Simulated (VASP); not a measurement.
# BeS (F-43m) in VASP: relaxation of cell and atoms with PBE

Aim: the relaxation of cell and atoms of BeS with PBE.

All numbers are computed with VASP 6.6.1; they aren't measurements. Logs are shortened: lines on timing, memory, paths and dates and some standing lists are left out, and cuts for length are marked.

**1. The cell of the first run**

Symmetry: F-43m, No. 216, cubic system. Conventional cell: a = 4.850 Å, b = 4.850 Å, c = 4.850 Å, α = 90.00°, β = 90.00°, γ = 90.00°. Be (site symmetry -43m) has 4 S at 2.10 Å within 2.8 Å. Within 2.8 Å of S (site symmetry -43m) lie 4 Be at 2.10 Å.

**2. Relaxation of cell and atoms, PBE**

Contents of INCAR:

```
SYSTEM = BeS
PREC = Accurate
ENCUT = 600
EDIFF = 1E-7
ISMEAR = 0
SIGMA = 0.02
LREAL = .False.
LASPH = .True.
NELM = 100
ALGO = Normal
ISIF = 3
LWAVE = .False.
LCHARG = .False.
GGA = PE
IBRION = 2
NSW = 100
EDIFFG = -0.005
```

Contents of KPOINTS:

```
Automatic mesh
0
Gamma
  8 8 8
  0 0 0
```

Contents of POSCAR:

```
BeS
1.0
    0.0000000000      2.4250000000      2.4250000000
    2.4250000000      0.0000000000      2.4250000000
    2.4250000000      2.4250000000      0.0000000000
Be S
1 1
Direct
    0.0000000000      0.0000000000      0.0000000000
    0.2500000000      0.2500000000      0.2500000000
```

Potentials or basis: VASP PAW PBE potentials, release 64 (Be, S).

Started as:

```bash
$ cat potpaw_PBE.64/Be/POTCAR potpaw_PBE.64/S/POTCAR > POTCAR
$ mpirun -np 1 vasp_std > vasp.out
```

OUTCAR:

```text
SYSTEM = BeS
   PREC = Accurate
   ENCUT = 600
   EDIFF = 1E-7
   ISMEAR = 0
   LREAL = .False.
   LASPH = .True.
   NELM = 100
   ISIF = 3
   GGA = PE
   IBRION = 2
   NSW = 100
   EDIFFG = -0.005

 ion  position               nearest neighbor table
   1  0.000  0.000  0.000-   2 2.10   2 2.10   2 2.10   2 2.10
   2  0.250  0.250  0.250-   1 2.10   1 2.10   1 2.10   1 2.10

  LATTYP: Found a face centered cubic cell.
 ALAT       =     4.8500000000

  Lattice vectors:

 A1 = (   0.0000000000,   2.4250000000,   2.4250000000)
 A2 = (   2.4250000000,   0.0000000000,   2.4250000000)
 A3 = (   2.4250000000,   2.4250000000,   0.0000000000)

Analysis of symmetry for initial positions (statically):
=====================================================================
 Subroutine PRICEL returns:
 Original cell was already a primitive cell.

 Routine SETGRP: Setting up the symmetry group for a
 face centered cubic supercell.

 Subroutine GETGRP returns: Found 24 space group operations
 (whereof 24 operations were pure point group operations)
 out of a pool of 48 trial point group operations.

The static configuration has the point symmetry T_d .

Analysis of symmetry for dynamics (positions and initial velocities):
=====================================================================
 Subroutine PRICEL returns:
 Original cell was already a primitive cell.

 Routine SETGRP: Setting up the symmetry group for a
 face centered cubic supercell.

 Subroutine GETGRP returns: Found 24 space group operations
 (whereof 24 operations were pure point group operations)
 out of a pool of 48 trial point group operations.

The dynamic configuration has the point symmetry T_d .

 Subroutine INISYM returns: Found 24 space group operations
 (whereof 24 operations are pure point group operations),
 and found     1 'primitive' translations

----------------------------------------------------------------------------------------

                                     Primitive cell

  volume of cell :      28.5210

  direct lattice vectors                    reciprocal lattice vectors
     0.000000000  2.425000000  2.425000000    -0.206185567  0.206185567  0.206185567
     2.425000000  0.000000000  2.425000000     0.206185567 -0.206185567  0.206185567
     2.425000000  2.425000000  0.000000000     0.206185567  0.206185567 -0.206185567

  length of vectors
     3.429467889  3.429467889  3.429467889     0.357123878  0.357123878  0.357123878

  position of ions in fractional coordinates (direct lattice)
     0.000000000  0.000000000  0.000000000
     0.250000000  0.250000000  0.250000000

  ion indices of the primitive-cell ions
   primitive index   ion index
                 1           1
                 2           2

----------------------------------------------------------------------------------------

 KPOINTS: Automatic mesh

Automatic generation of k-mesh.
 Grid dimensions read from file:
 generate k-points for:    8    8    8

 Generating k-lattice:

  Cartesian coordinates                     Fractional coordinates (reciprocal lattice)
    -0.025773196  0.025773196  0.025773196     0.125000000  0.000000000  0.000000000
     0.025773196 -0.025773196  0.025773196     0.000000000  0.125000000  0.000000000
     0.025773196  0.025773196 -0.025773196     0.000000000  0.000000000  0.125000000

  Length of vectors
     0.044640485  0.044640485  0.044640485

  Shift w.r.t. Gamma in fractional coordinates (k-lattice)
     0.000000000  0.000000000  0.000000000

 Subroutine IBZKPT returns following result:
 ===========================================

 Found     29 irreducible k-points:

 Following reciprocal coordinates:
            Coordinates               Weight
  0.000000  0.000000  0.000000      1.000000
  0.125000  0.000000  0.000000      8.000000
  0.250000  0.000000  0.000000      8.000000
  0.375000  0.000000  0.000000      8.000000
  0.500000  0.000000  0.000000      4.000000
  0.125000  0.125000  0.000000      6.000000
[... 16 lines left out ...]
  0.500000  0.250000  0.125000     48.000000
 -0.375000  0.250000  0.125000     24.000000
 [... further k-points ...]
   k-points           NKPTS =     29   k-points in BZ     NKDIM =     29   number of bands    NBANDS=      8
   number of dos      NEDOS =    301   number of ions     NIONS =      2
   total plane-waves  NPLWV =  21952
   dimension x,y,z NGX =    28 NGY =   28 NGZ =   28
   dimension x,y,z NGXF=    56 NGYF=   56 NGZF=   56
   ions per type =               1   1
   NGX,Y,Z   is equivalent  to a cutoff of  13.57, 13.57, 13.57 a.u.
   NGXF,Y,Z  is equivalent  to a cutoff of  27.15, 27.15, 27.15 a.u.
 SYSTEM =  BeS
   PREC   = accura    normal or accurate (medium, high low for compatibility)
   ISTART =      0    job   : 0-new  1-cont  2-samecut
   ICHARG =      2    charge: 1-file 2-atom 10-const
   ISPIN  =      1    spin polarized calculation?
   LNONCOLLINEAR =      F non collinear calculations
   LSORBIT =      F    spin-orbit coupling
   LASPH  =      T    aspherical Exc in radial PAW
   ENCUT  =  600.0 eV  44.10 Ry    6.64 a.u.   6.85  6.85  6.85*2*pi/ulx,y,z
   NELM   =    100;   NELMIN=  2; NELMDL= -5     # of ELM steps
   EDIFF  = 0.1E-06   stopping-criterion for ELM
   LREAL  =      F    real-space projection
   EDIFFG = -.5E-02   stopping-criterion for IOM
   NSW    =    100    number of steps for IOM
   IBRION =      2    ionic relax: 0-MD 1-quasi-New 2-CG
   NFREE  =      1    steps in history (QN), initial steepest desc. (CG)
   ISIF   =      3    stress and relaxation
   ISYM   =      2    0-nonsym 1-usesym 2-fastsym
   POTIM  = 0.5000    time-step for ionic-motion
   TEBEG  =    0.0;   TEEND  =   0.0 temperature during run
   PSTRESS=    0.0 pullay stress
   NELECT =       8.0000    total number of electrons
   NUPDOWN=      -1.0000    fix difference up-down
   EMIN   =  10.00;   EMAX   =-10.00  energy-range for DOS
   EFERMI =   0.00;   METHOD = LEGACY
   ISMEAR =     0;   SIGMA  =   0.02  broadening in eV -4-tet -1-fermi 0-gaus
   EFERMI_NEDOS =   21; number of points for ismear=-14 and -15
   IALGO  =     38    algorithm
   IMIX   =      4    mixing-type and parameters
     AMIX     =   0.40;   BMIX     =  1.00
     AMIX_MAG =   1.60;   BMIX_MAG =  1.00
  volume/ion in A,a.u.               =      14.26        96.23
  Fermi-wavevector in a.u.,A,eV,Ry     =   1.071642  2.025110 15.625158  1.148417
  Thomas-Fermi vector in A             =   2.207388
   LORBIT       =      0    0 simple, 1 ext, 2 COOP (PROOUT), +10 PAW based schemes
   GGA     = PE    functional components
   LHFCALC =     F    Hartree Fock is set to
   AEXX    =    0.0000 exact exchange contribution
   IVDW    =     0    specifies the selected vdW correction
   LEPSILON=     F    determine dielectric tensor
   LRPA    =     F    only Hartree local field effects (RPA)
 conjugate gradient relaxation of ions
 non-spin polarized calculation
 Gauss-broadening in eV      SIGMA  =   0.02
  energy-cutoff  :      600.00
  volume of cell :       28.52
 maximum number of plane-waves:       961
   NGX = 13   NGY = 13   NGZ = 13

--------------------------------------- Ionic step        1  -------------------------------------------

 number of electron       7.9999999 magnetization

 Free energy of the ion-electron system (eV)
  ---------------------------------------------------
  ext. energy  EPLUGINS =         0.00000000
  ---------------------------------------------------
  free energy    TOTEN  =       -10.01120726 eV

  energy without entropy =      -10.01120726  energy(sigma->0) =      -10.01120726

------------------------ aborting loop because EDIFF is reached ----------------------------------------

  FORCE on cell =-STRESS in cart. coord.  units (eV):
  Direction    XX          YY          ZZ          XY          YZ          ZX
  --------------------------------------------------------------------------------------
  -------------------------------------------------------------------------------------
  Total        0.2818993      0.2818993      0.2818993      0.0000000      0.0000000      0.0000000
  in kB       15.8357788     15.8357788     15.8357788      0.0000000      0.0000000      0.0000000
  external PRESSURE =      15.8357788 kB  Pullay stress =       0.0000000 kB
[... 57 lines left out ...]
  energy  without entropy=      -10.0133904412  energy(sigma->0) =      -10.01339044

--------------------------------------- Ionic step        3  -------------------------------------------

 number of electron       7.9999999 magnetization

 Free energy of the ion-electron system (eV)
  ---------------------------------------------------
  ext. energy  EPLUGINS =         0.00000000
  ---------------------------------------------------
  free energy    TOTEN  =       -10.01351412 eV

  energy without entropy =      -10.01351412  energy(sigma->0) =      -10.01351412

 E-fermi :   4.1280     XC(G=0):  -9.6626

 val. band max:        4.0055037239   @ k =   0.0000   0.0000   0.0000
 cond. band min:       7.1528764378   @ k =   0.5000   0.5000   0.0000
 fundamental gap:      3.1473727139
 Fermi energy:         4.1279554862

 k-point     1 :       0.0000    0.0000    0.0000
  band No.  band energies     occupation
      1      -9.5772      2.00000
      2       4.0055      2.00000
      3       4.0055      2.00000
      4       4.0055      2.00000
      5       9.6814      0.00000
      6       9.6814      0.00000
      7       9.6814      0.00000
      8       9.7528      0.00000
[... 243 lines left out ...]
 k-point    24 :      -0.3750    0.2500    0.1250
  band No.  band energies     occupation
      1      -7.7442      2.00000
      2      -1.1510      2.00000
      3       1.2820      2.00000
      4       2.2102      2.00000
      5      10.1125      0.00000
      6      10.5547      0.00000
      7      13.0672      0.00000
      8      14.4481      0.00000

 [... further k-points ...]

------------------------ aborting loop because EDIFF is reached ----------------------------------------

  FORCE on cell =-STRESS in cart. coord.  units (eV):
  Direction    XX          YY          ZZ          XY          YZ          ZX
  --------------------------------------------------------------------------------------
  -------------------------------------------------------------------------------------
  Total        0.0007731      0.0007731      0.0007731      0.0000000      0.0000000      0.0000000
  in kB        0.0427202      0.0427202      0.0427202      0.0000000      0.0000000      0.0000000
  external PRESSURE =       0.0427202 kB  Pullay stress =       0.0000000 kB
[... 17 lines left out ...]
  FREE ENERGIE OF THE ION-ELECTRON SYSTEM (eV)
  ---------------------------------------------------
  free  energy   TOTEN  =       -10.0135141249 eV

  energy  without entropy=      -10.0135141249  energy(sigma->0) =      -10.01351412

 reached required accuracy - stopping structural energy minimisation
```

It took 9.1 s on 1 thread of Intel Xeon 6975P-C (Granite Rapids), shared host; peak memory 0.15 GiB.

Results:

```
Free energy                           : -10.0135 eV
Relaxed volume                        : 14.50 Å³/atom
Relaxed cell                          : a = 3.448 Å, b = 3.448 Å, c = 3.448 Å, α = 60.00°, β = 60.00°, γ = 60.00°
Space group after relaxing (to 0.1 Å) : F-43m (No. 216)
Energy gained by relaxing             : 1.2 meV/atom
Ionic steps                           : 3
Pressure after relaxing               : 0.0 GPa
Band gap on the k mesh                : 3.15 eV (least direct gap 5.68 eV)
```

The path:
| step | energy change (eV) | largest force (eV/Å) | pressure (GPa) | volume (Å³) |
| --- | --- | --- | --- | --- |
| 1 | 0.0000 | 0.0000 | 1.58 | 28.52 |
| 2 | -0.0022 | 0.0000 | -0.35 | 29.11 |
| 3 | -0.0023 | 0.0000 | 0.00 | 29.00 |

Final structure:
```xyz
2
Lattice="0.0000 2.4384 2.4384 2.4384 0.0000 2.4384 2.4384 2.4384 0.0000" Properties=species:S:1:pos:R:3 pbc="T T T"
Be    0.0000    0.0000    0.0000
S     1.2192    1.2192    1.2192
```

Levels at points of the mesh, in eV from the valence-band top:
```tsv
k point	band 1	band 2	band 3	band 4	band 5	band 6	band 7	band 8
(0.00, 0.00, 0.00)	-13.58	0.00	0.00	0.00	5.68	5.68	5.68	5.75
(0.50, 0.00, 0.00)	-12.02	-5.68	-1.01	-1.01	5.42	6.57	6.57	11.13
(0.50, 0.50, 0.00)	-11.49	-4.94	-2.58	-2.58	3.15	4.93	12.65	12.65
```

A k mesh can miss the band edges. PBE gaps usually lie below the measured ones, often by a third to a half.
